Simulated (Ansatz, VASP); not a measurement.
K2ZrO2 in VASP and in Ansatz

```
K Zr O
1.0
     4.55797    0.00000    0.00000
    -2.27898    3.94732    0.00000
     0.00000    0.00000    6.68699
K Zr O
2 1 2
Direct
  0.33333 0.66667 0.50000
  0.66667 0.33333 0.50000
  0.00000 0.00000 0.00000
  0.00000 0.00000 0.29258
  0.00000 0.00000 0.70742
```

Alike in both runs: functional PBE; k mesh 6 × 6 × 4; occupations gaussian, width 0.1 eV; no spin polarisation.

Ansatz relaxed the structure, and its values are those at the end. VASP's run is a single point on that final structure, the one shown.

|  | VASP | Ansatz |
| --- | --- | --- |
| version | VASP 6.6.1 | Ansatz 0.2.0 |
| potentials or method | VASP PAW PBE potentials, release 64 (K_sv, Zr_sv, O), cutoff 520 eV | scalar-relativistic, plane waves, PAW |
| valence electrons in the cell | 42 | 42 |

VASP gave:

- gap on the k mesh at the Fermi level (eV): none
- pressure (GPa): 0.3
- rms of the force components (eV/Å): 0.023

Which values does Ansatz return?

gap on the k mesh at the Fermi level (eV): none; pressure (GPa): 0.1; rms of the force components (eV/Å): 0.002.

A gap of «none» marks a metal or a gap that the smearing closes.
